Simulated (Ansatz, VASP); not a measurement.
Two plane-wave programs on Nb

Contents of INCAR:

```
SYSTEM = Nb
PREC = Accurate ; ENCUT = 520
EDIFF = 1E-6 ; ISMEAR = 0
SIGMA = 0.15 ; LREAL = .False.
LASPH = .True. ; NELM = 100
ALGO = Fast ; ISIF = 2
LWAVE = .False. ; LCHARG = .False.
GGA = PS ; NBANDS = 12
```

KPOINTS

```
Automatic mesh
0
Gamma
  20 20 20
  0 0 0
```

POSCAR

```
Nb
1.0
    0.0000000000      2.1996000000      2.1150000000
    2.1996000000      0.0000000000      2.1150000000
    2.1996000000      2.1996000000      0.0000000000
Nb
1
Direct
    0.0000000000      0.0000000000      0.0000000000
```

Input for Ansatz:

```yaml
crystal:
  lattice:
    - [0.0, 2.1996, 2.115]
    - [2.1996, 0.0, 2.115]
    - [2.1996, 2.1996, 0.0]
  atoms:
    - { symbol: Nb, position: [0.0, 0.0, 0.0] }
basis:
  ecutwfc: 420
kpoints:
  mp_grid: { grid: [20, 20, 20] }
hamiltonian:
  xc: pbesol
scf:
  occupations: { method: gaussian, width: 0.15 }
output:
  forces: true
  stress: true
  eigenvalues: true
```

Change from the starting cell: strain +0.040 along x and y, +0.000 along z, atoms carried along.

Alike in both runs: task single point; functional PBEsol; k mesh 20 × 20 × 20; occupations gaussian, width 0.15 eV; no spin polarisation.

|  | VASP | Ansatz |
| --- | --- | --- |
| version | VASP 6.6.1 | Ansatz 0.2.0 |
| potentials or method | VASP PAW PBE potentials, release 64 (Nb_sv), cutoff 520 eV | scalar-relativistic, plane waves, PAW |
| valence electrons in the cell | 13 | 13 |

```csv
,VASP,Ansatz,Ansatz less VASP
gap on the k mesh at the Fermi level (eV),none,none,-
pressure (GPa),-17.4,-17.2,+0.25
"traceless stress, the component that is largest in VASP (GPa)",-5.10,-5.13,-0.036
```

VASP's potentials were made for PBE, not for PBEsol. A gap of «none» marks a metal or a gap that the smearing closes. With one functional, cell and mesh, what is left measures potentials, basis and numerics.
